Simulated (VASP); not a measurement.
# ZnS (P1) in VASP: further runs

ZnS is run at these levels: PBE; tasks: single point.

Everything below comes from runs of VASP 6.6.1. Logs are shortened: lines on timing, memory, paths and dates and some standing lists are left out, and cuts for length are marked.

### Step 1. The cell of the first run

The typed cell holds 6 atoms: a = 3.849 Å, b = 3.849 Å, c = 10.203 Å, α = 69.77°, β = 71.68°, γ = 60.00°.

### Step 2. Single point, PBE (the part above a cut slid along it)

Contents of INCAR:

```
SYSTEM = ZnS
  PREC = Accurate
  ENCUT = 520
  EDIFF = 1E-6
  ISMEAR = 0
  SIGMA = 0.05
  LREAL = .FALSE.
  LASPH = .TRUE.
  NELM = 60
  ALGO = Normal
  ISIF = 2
  LWAVE = .FALSE.
  LCHARG = .FALSE.
  GGA = PE
  NBANDS = 36
```

Contents of KPOINTS:

```
regular mesh
0
G
  8 8 3
  0 0 0
```

Contents of POSCAR:

```
ZnS
1.0
    2.7215639849     -2.7215639849      0.0000000000
    2.7215639849      0.0000000000     -2.7215639849
    8.6182859523      4.0823459774      3.6287519800
Zn S
3 3
Direct
    0.1041500000      0.0277555556      0.4583666667
    0.6041500000      0.5833111111      0.1250333333
   -0.3958500000     -0.5278000000      0.7917000000
    0.2291500000      0.0833111111      0.8750333333
    0.7291500000     -0.3611333333      0.5417000000
    0.2291500000      0.1944222222      0.2083666667
```

Potentials or basis: VASP PAW PBE potentials, release 64 (Zn, S).

Launch:

```sh
cat potpaw_PBE.64/Zn/POTCAR potpaw_PBE.64/S/POTCAR > POTCAR
mpirun -np 1 vasp_std > vasp.out
```

OUTCAR:

```text
SYSTEM = ZnS
   PREC = Accurate
   ENCUT = 520
   EDIFF = 1E-6
   ISMEAR = 0
   LREAL = .FALSE.
   LASPH = .TRUE.
   NELM = 60
   ISIF = 2
   GGA = PE

 ion  position               nearest neighbor table
   1  0.104  0.028  0.458-   5 2.36   5 2.36   6 2.36   5 2.36
   2  0.604  0.583  0.125-   6 2.36   6 2.36   6 2.36   4 2.90
   3  0.604  0.472  0.792-   4 2.36   4 2.36   5 2.36   4 2.36
   4  0.229  0.083  0.875-   3 2.36   3 2.36   3 2.36   2 2.90
   5  0.729  0.639  0.542-   1 2.36   1 2.36   3 2.36   1 2.36
   6  0.229  0.194  0.208-   2 2.36   1 2.36   2 2.36   2 2.36

  LATTYP: Found a triclinic cell.
 ALAT       =     3.8488726983
 B/A-ratio  =     1.0000000000
 C/A-ratio  =     2.5549516195
 COS(alpha) =     0.0326164036
 COS(beta)  =     0.2609312292
 COS(gamma) =     0.5000000000

  Lattice vectors:

 A1 = (   2.7215639849,  -2.7215639849,   0.0000000000)
 A2 = (   0.0000000000,  -2.7215639849,   2.7215639849)
 A3 = (  -3.1751579825,  -6.8039099623,  -6.3503159649)

Analysis of symmetry for initial positions (statically):
=====================================================================
 Subroutine PRICEL returns:
 Original cell was already a primitive cell.

 Routine SETGRP: Setting up the symmetry group for a
 triclinic supercell.

 Subroutine GETGRP returns: Found  1 space group operations
 (whereof  1 operations were pure point group operations)
 out of a pool of  2 trial point group operations.

The static configuration has the point symmetry C_1 .

Analysis of symmetry for dynamics (positions and initial velocities):
=====================================================================
 Subroutine PRICEL returns:
 Original cell was already a primitive cell.

 Routine SETGRP: Setting up the symmetry group for a
 triclinic supercell.

 Subroutine GETGRP returns: Found  1 space group operations
 (whereof  1 operations were pure point group operations)
 out of a pool of  2 trial point group operations.

The dynamic configuration has the point symmetry C_1 .

 Subroutine INISYM returns: Found  1 space group operations
 (whereof  1 operations are pure point group operations),
 and found     1 'primitive' translations

----------------------------------------------------------------------------------------

                                     Primitive cell

  volume of cell :     120.9503

  direct lattice vectors                    reciprocal lattice vectors
     2.721563985 -2.721563985  0.000000000     0.091858946 -0.275576839  0.091858946
     2.721563985  0.000000000 -2.721563985     0.081652397  0.081652397 -0.285783389
     8.618285952  4.082345977  3.628751980     0.061239298  0.061239298  0.061239298

  length of vectors
     3.848872698  3.848872698 10.203344666     0.304661659  0.308231038  0.106069575

  position of ions in fractional coordinates (direct lattice)
     0.104150000  0.027755556  0.458366667
     0.604150000  0.583311111  0.125033333
     0.604150000  0.472200000  0.791700000
     0.229150000  0.083311111  0.875033333
     0.729150000  0.638866667  0.541700000
     0.229150000  0.194422222  0.208366667

  ion indices of the primitive-cell ions
   primitive index   ion index
                 1           1
                 2           2
                 3           3
                 4           4
                 5           5
                 6           6

----------------------------------------------------------------------------------------

 KPOINTS: regular mesh

Automatic generation of k-mesh.
 Grid dimensions read from file:
 generate k-points for:    8    8    3

 Generating k-lattice:

  Cartesian coordinates                     Fractional coordinates (reciprocal lattice)
     0.011482368 -0.034447105  0.011482368     0.125000000  0.000000000  0.000000000
     0.010206550  0.010206550 -0.035722924     0.000000000  0.125000000  0.000000000
     0.020413099  0.020413099  0.020413099     0.000000000  0.000000000  0.333333333

  Length of vectors
     0.038082707  0.038528880  0.035356525

  Shift w.r.t. Gamma in fractional coordinates (k-lattice)
     0.000000000  0.000000000  0.000000000

 Subroutine IBZKPT returns following result:
 ===========================================

 Found     98 irreducible k-points:

 Following reciprocal coordinates:
            Coordinates               Weight
  0.000000  0.000000  0.000000      1.000000
  0.125000  0.000000 -0.000000      2.000000
  0.250000  0.000000 -0.000000      2.000000
  0.375000  0.000000  0.000000      2.000000
  0.500000  0.000000 -0.000000      1.000000
  0.000000  0.125000  0.000000      2.000000
[... 16 lines left out ...]
  0.125000  0.375000  0.000000      2.000000
  0.250000  0.375000  0.000000      2.000000
 [... further k-points ...]
   k-points           NKPTS =     98   k-points in BZ     NKDIM =     98   number of bands    NBANDS=     36
   number of dos      NEDOS =    301   number of ions     NIONS =      6
   total plane-waves  NPLWV =  72000
   dimension x,y,z NGX =    30 NGY =   30 NGZ =   80
   dimension x,y,z NGXF=    60 NGYF=   60 NGZF=  160
   ions per type =               3   3
   NGX,Y,Z   is equivalent  to a cutoff of  12.96, 12.96, 13.03 a.u.
   NGXF,Y,Z  is equivalent  to a cutoff of  25.92, 25.92, 26.07 a.u.
 SYSTEM =  ZnS
   PREC   = accura    normal or accurate (medium, high low for compatibility)
   ISTART =      0    job   : 0-new  1-cont  2-samecut
   ICHARG =      2    charge: 1-file 2-atom 10-const
   ISPIN  =      1    spin polarized calculation?
   LNONCOLLINEAR =      F non collinear calculations
   LSORBIT =      F    spin-orbit coupling
   LASPH  =      T    aspherical Exc in radial PAW
   ENCUT  =  520.0 eV  38.22 Ry    6.18 a.u.   7.16  7.16 18.97*2*pi/ulx,y,z
   NELM   =     60;   NELMIN=  2; NELMDL= -5     # of ELM steps
   EDIFF  = 0.1E-05   stopping-criterion for ELM
   LREAL  =      F    real-space projection
   EDIFFG = 0.1E-04   stopping-criterion for IOM
   NSW    =      0    number of steps for IOM
   IBRION =     -1    ionic relax: 0-MD 1-quasi-New 2-CG
   NFREE  =      0    steps in history (QN), initial steepest desc. (CG)
   ISIF   =      2    stress and relaxation
   ISYM   =      2    0-nonsym 1-usesym 2-fastsym
   POTIM  = 0.5000    time-step for ionic-motion
   TEBEG  =    0.0;   TEEND  =   0.0 temperature during run
   PSTRESS=    0.0 pullay stress
   NELECT =      54.0000    total number of electrons
   NUPDOWN=      -1.0000    fix difference up-down
   EMIN   =  10.00;   EMAX   =-10.00  energy-range for DOS
   EFERMI =   0.00;   METHOD = LEGACY
   ISMEAR =     0;   SIGMA  =   0.05  broadening in eV -4-tet -1-fermi 0-gaus
   EFERMI_NEDOS =   21; number of points for ismear=-14 and -15
   IALGO  =     38    algorithm
   IMIX   =      4    mixing-type and parameters
     AMIX     =   0.40;   BMIX     =  1.00
     AMIX_MAG =   1.60;   BMIX_MAG =  1.00
  volume/ion in A,a.u.               =      20.16       136.04
  Fermi-wavevector in a.u.,A,eV,Ry     =   1.251230  2.364482 21.300959  1.565576
  Thomas-Fermi vector in A             =   2.385187
   LORBIT       =      0    0 simple, 1 ext, 2 COOP (PROOUT), +10 PAW based schemes
   GGA     = PE    functional components
   LHFCALC =     F    Hartree Fock is set to
   AEXX    =    0.0000 exact exchange contribution
   IVDW    =     0    specifies the selected vdW correction
   LEPSILON=     F    determine dielectric tensor
   LRPA    =     F    only Hartree local field effects (RPA)
 non-spin polarized calculation
 Gauss-broadening in eV      SIGMA  =   0.05
  energy-cutoff  :      520.00
  volume of cell :      120.95
 maximum number of plane-waves:      3279
 NGX is ok and might be reduce to    30
   NGX = 15   NGY = 15   NGZ = 37

 number of electron      54.0000001 magnetization

 Free energy of the ion-electron system (eV)
  ---------------------------------------------------
  ext. energy  EPLUGINS =         0.00000000
  ---------------------------------------------------
  free energy    TOTEN  =       -19.93072650 eV

  energy without entropy =      -19.93072650  energy(sigma->0) =      -19.93072650

 E-fermi :   2.2969     XC(G=0):  -9.5869

 val. band max:        2.0842726373   @ k =   0.0000   0.0000   0.0000
 cond. band min:       3.5805882730   @ k =   0.0000   0.0000   0.0000
 fundamental gap:      1.4963156357
 Fermi energy:         2.2969008134

 k-point     1 :       0.0000    0.0000    0.0000
  band No.  band energies     occupation
      1     -11.1384      2.00000
      2     -10.5203      2.00000
      3     -10.0440      2.00000
      4      -4.6414      2.00000
      5      -4.6304      2.00000
      6      -4.5393      2.00000
[... 28 lines left out ...]
     35       8.7016      0.00000
     36       8.7537      0.00000

 k-point     2 :       0.1250    0.0000   -0.0000
  band No.  band energies     occupation
      1     -11.0421      2.00000
      2     -10.4513      2.00000
      3      -9.9606      2.00000
      4      -4.6325      2.00000
      5      -4.6182      2.00000
      6      -4.5186      2.00000
[... 28 lines left out ...]
     35       8.8116      0.00000
     36       9.1961      0.00000

 k-point     3 :       0.2500    0.0000   -0.0000
  band No.  band energies     occupation
      1     -10.7914      2.00000
      2     -10.2737      2.00000
      3      -9.7512      2.00000
      4      -4.6212      2.00000
      5      -4.5658      2.00000
      6      -4.4588      2.00000
[... 28 lines left out ...]
     35       9.2039      0.00000
     36       9.6542      0.00000
[... 742 lines left out ...]
 k-point    23 :       0.1250    0.3750    0.0000
  band No.  band energies     occupation
      1     -10.5844      2.00000
      2     -10.1567      2.00000
      3      -9.6005      2.00000
      4      -4.5681      2.00000
      5      -4.5296      2.00000
      6      -4.4201      2.00000
[... 28 lines left out ...]
     35       9.4789      0.00000
     36       9.6080      0.00000

 k-point    24 :       0.2500    0.3750    0.0000
  band No.  band energies     occupation
      1     -10.5834      2.00000
      2     -10.1582      2.00000
      3      -9.6045      2.00000
      4      -4.5689      2.00000
      5      -4.5271      2.00000
      6      -4.4238      2.00000
[... 28 lines left out ...]
     35       9.2552      0.00000
     36       9.5225      0.00000

 [... further k-points ...]

------------------------ aborting loop because EDIFF is reached ----------------------------------------

  FORCE on cell =-STRESS in cart. coord.  units (eV):
  Direction    XX          YY          ZZ          XY          YZ          ZX
  --------------------------------------------------------------------------------------
  -------------------------------------------------------------------------------------
  Total       -0.1027591     -0.4069611     -1.2181069      0.7666278      0.7929518     -0.3794642
  in kB       -1.3612070     -5.3908423    -16.1357473     10.1551949     10.5038974     -5.0266018
  external PRESSURE =      -7.6292655 kB  Pullay stress =       0.0000000 kB

 VOLUME and BASIS-vectors are now :
 -----------------------------------------------------------------------------
  energy-cutoff  :      520.00
  volume of cell :      120.95
      direct lattice vectors                 reciprocal lattice vectors
     2.721563985 -2.721563985  0.000000000     0.091858946 -0.275576839  0.091858946
     2.721563985  0.000000000 -2.721563985     0.081652397  0.081652397 -0.285783389
     8.618285952  4.082345977  3.628751980     0.061239298  0.061239298  0.061239298

 POSITION                                       TOTAL-FORCE (eV/Angst)
 -----------------------------------------------------------------------------------
      4.30932      1.58776      1.58776         0.153969      0.141940      0.127179
      4.30932     -1.13380     -1.13380        -0.151217      0.208171     -0.120830
      9.75245      1.58776      1.58776        -0.098226      0.120599     -0.008561
      8.39167      2.94854      2.94854         0.345134     -0.106661      0.400846
      8.39167      0.22698      0.22698        -0.134522     -0.177053     -0.144434
      2.94854      0.22698      0.22698        -0.115137     -0.186995     -0.254200
 -----------------------------------------------------------------------------------
    total drift:                               -0.001282      0.000898     -0.000431

  FREE ENERGIE OF THE ION-ELECTRON SYSTEM (eV)
  ---------------------------------------------------
  free  energy   TOTEN  =       -19.9307265001 eV

  energy  without entropy=      -19.9307265001  energy(sigma->0) =      -19.93072650
```

Run time: 12 min. Hardware: 1 thread of AMD EPYC 7R13, shared host; peak memory 0.44 GiB.

Results:

```yaml
Free_energy: -19.9307 eV
Pressure: -0.8 GPa
Largest_force: 0.540 eV/Å
Band_gap_on_the_k_mesh: 1.50 eV
```

Forces on the atoms (eV/Å):
```
Zn   0.154  0.142  0.127
Zn  -0.151  0.208 -0.121
Zn  -0.098  0.121 -0.009
S    0.345 -0.107  0.401
S   -0.135 -0.177 -0.144
S   -0.115 -0.187 -0.254
```

Stress tensor (GPa, compression positive):
```
-0.14  1.02 -0.50
 1.02 -0.54  1.05
-0.50  1.05 -1.61
```

Caveat: the cell differs from its parent crystal (the part above a cut slid along it). A k mesh can miss the band edges.

### Step 3. Single point, PBE (the part above a cut slid along it)

Contents of INCAR:

```
SYSTEM = ZnS
  PREC = Accurate
  ENCUT = 520
  EDIFF = 1E-6
  ISMEAR = 0
  SIGMA = 0.05
  LREAL = .False.
  LASPH = .True.
  NELM = 80
  ALGO = Normal
  ISIF = 2
  LWAVE = .False.
  LCHARG = .False.
  GGA = PE
  NBANDS = 36
```

Contents of KPOINTS:

```
regular mesh
0
Gamma
  8 8 3
  0 0 0
```

Contents of POSCAR:

```
ZnS
1.0
    2.7215639849     -2.7215639849      0.0000000000
    2.7215639849      0.0000000000     -2.7215639849
    5.8967219674      5.4431279699      4.9895339724
Zn S
3 3
Direct
    0.3333333333      0.2569388889      0.4583666667
    0.6666666667      0.6458277778      0.1250333333
    0.0000000000     -0.1319500000      0.7917000000
    0.6666666667      0.5208277778      0.8750333333
    1.0000000000     -0.0902833333      0.5417000000
    0.3333333333      0.2986055556      0.2083666667
```

Potentials or basis: VASP PAW PBE potentials, release 64 (Zn, S).

Launch:

```sh
cat potpaw_PBE.64/Zn/POTCAR potpaw_PBE.64/S/POTCAR > POTCAR
mpirun -np 1 vasp_std > vasp.out
```

OUTCAR:

```text
SYSTEM = ZnS
   PREC = Accurate
   ENCUT = 520
   EDIFF = 1E-6
   ISMEAR = 0
   LREAL = .False.
   LASPH = .True.
   NELM = 80
   ISIF = 2
   GGA = PE

 ion  position               nearest neighbor table
   1  0.333  0.257  0.458-   5 2.36   5 2.36   5 2.36   6 2.36
   2  0.667  0.646  0.125-   6 2.36   6 2.36   6 2.36   4 2.44
   3  0.000  0.868  0.792-   4 2.36   4 2.36   4 2.36   5 2.36
   4  0.667  0.521  0.875-   3 2.36   3 2.36   3 2.36   2 2.44
   5  0.000  0.910  0.542-   1 2.36   1 2.36   1 2.36   3 2.36
   6  0.333  0.299  0.208-   2 2.36   1 2.36   2 2.36   2 2.36

[... 1145 lines left out ...]
  -------------------------------------------------------------------------------------
  Total       -1.1389588      0.1917403      0.6330934     -0.7712175      0.7230219      0.0036287
  in kB      -15.0873059      2.5399033      8.3863207    -10.2159927      9.5775656      0.0480673
  external PRESSURE =      -1.3870273 kB  Pullay stress =       0.0000000 kB

 VOLUME and BASIS-vectors are now :
 -----------------------------------------------------------------------------
  energy-cutoff  :      520.00
  volume of cell :      120.95
      direct lattice vectors                 reciprocal lattice vectors
     2.721563985 -2.721563985  0.000000000     0.122478595 -0.244957190  0.122478595
     2.721563985  0.000000000 -2.721563985     0.112272046  0.112272046 -0.255163740
     5.896721967  5.443127970  4.989533972     0.061239298  0.061239298  0.061239298

 POSITION                                       TOTAL-FORCE (eV/Angst)
 -----------------------------------------------------------------------------------
      4.30932      1.58776      1.58776         0.002410      0.034424      0.046726
      4.30932     -1.13380     -1.13380        -0.242249     -0.106663      0.051130
      7.03089      4.30932      1.58776        -0.042943     -0.038799      0.067444
      8.39167      2.94854      2.94854         0.451149      0.121867     -0.197654
      5.67011      2.94854      0.22698        -0.010338     -0.025537     -0.052322
      2.94854      0.22698      0.22698        -0.158030      0.014708      0.084678
 -----------------------------------------------------------------------------------
    total drift:                                0.000372      0.000244     -0.000522

  FREE ENERGIE OF THE ION-ELECTRON SYSTEM (eV)
  ---------------------------------------------------
  free  energy   TOTEN  =       -20.4238494389 eV

  energy  without entropy=      -20.4238494389  energy(sigma->0) =      -20.42384944
```

Run time: 3.4 min. Hardware: 1 thread of Intel Xeon 6975P-C (Granite Rapids), shared host; peak memory 0.45 GiB.

Results:

| Item | Value |
| --- | --- |
| Free energy | -20.4238 eV |
| Pressure | -0.1 GPa |
| Largest force | 0.507 eV/Å |
| Band gap on the k mesh | 1.80 eV |

Forces on the atoms (eV/Å):
```
Zn   0.002  0.034  0.047
Zn  -0.242 -0.107  0.051
Zn  -0.043 -0.039  0.067
S    0.451  0.122 -0.198
S   -0.010 -0.026 -0.052
S   -0.158  0.015  0.085
```

Stress tensor (GPa, compression positive):
```
-1.51 -1.02  0.00
-1.02  0.25  0.96
 0.00  0.96  0.84
```

Caveat: the cell differs from its parent crystal (the part above a cut slid along it).

(Part 1 of 2 ends here.)
